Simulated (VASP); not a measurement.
Co, 2 atoms in the cell. It takes space group P6_3/mmc (No. 194, hexagonal). Conventional cell: a = 2.456 Å, b = 2.456 Å, c = 3.969 Å, α = 90.00°, β = 90.00°, γ = 120.00°. Co (site symmetry -6m2) has 12 Co at 2.44 to 2.46 Å within 3.2 Å. 

| Item | Value |
| --- | --- |
| Program | VASP 6.6.1 |
| Task | single point |
| Functional | PBEsol |
| Potentials or basis | VASP PAW PBE potentials, release 64 (Co) |
| Cutoff | 520 eV |
| k mesh | 30 × 30 × 16 |
| Occupations | gaussian, width 0.15 eV |
| Spin | collinear spin, ferromagnetic start |
| Starting moments | [1.8, 1.8] μB |
| Dipole correction | no |
| Further INCAR settings | ALGO = Normal; EDIFF = 1e-06; NBANDS = 20 |

Potentials or basis: VASP PAW PBE potentials, release 64 (Co).

Run with:

```console
$ cat potpaw_PBE.64/Co/POTCAR > POTCAR
$ mpirun -np 1 vasp_std > vasp.out
```

Hardware: 1 thread of Oxide Virtual Turin-like Processor (shared host).

Problem. Estimate the wall time of this run.

Solution. Wall time 10 min on 1 thread of Oxide Virtual Turin-like Processor, with other jobs on the host, peak memory 0.48 GiB. Counts: scf iterations 13, k points 819.
